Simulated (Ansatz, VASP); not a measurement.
# One calculation of Hf, two programs

```
Hf
1.0
     3.31657    0.00000    0.00000
    -1.65829    2.66461    0.00000
     0.00000    0.00000    5.05780
Hf
2
Cartesian
  0.0000 1.7764 1.2645
  1.6583 0.8882 3.7934
```

Change from the starting cell: strain +0.0375 x Voigt [1, -1, 0, 0, 0, 0], atoms carried along.

Alike in both runs: task single point; functional PBE; k mesh 18 × 18 × 10; occupations gaussian, width 0.15 eV; no spin polarisation.

|  | VASP | Ansatz |
| --- | --- | --- |
| version | VASP 6.6.1 | Ansatz 0.2.0 |
| potentials or method | VASP PAW PBE potentials, release 64 (Hf_pv), cutoff 520 eV | scalar-relativistic, plane waves, PAW |
| valence electrons in the cell | 20 | 52 |

|  | VASP | Ansatz | Ansatz less VASP |
| --- | --- | --- | --- |
| gap on the k mesh at the Fermi level (eV) | none | none | - |
| pressure (GPa) | 0.6 | 1.0 | +0.43 |
| traceless stress, the component that is largest in VASP (GPa) | 4.81 | 4.78 | -0.035 |
| rms of the force components (eV/Å) | 0.128 | 0.130 | +0.0018 |

Atom by atom the forces differ by 0.002 eV/Å (rms over components). A gap of «none» marks a metal or a gap that the smearing closes. With one functional, cell and mesh, what is left measures potentials, basis and numerics. VASP's potentials hold 20 valence electrons a cell and Ansatz's 52, so a difference there can come from the potentials and not from the codes.

Spin-orbit coupling is off throughout.
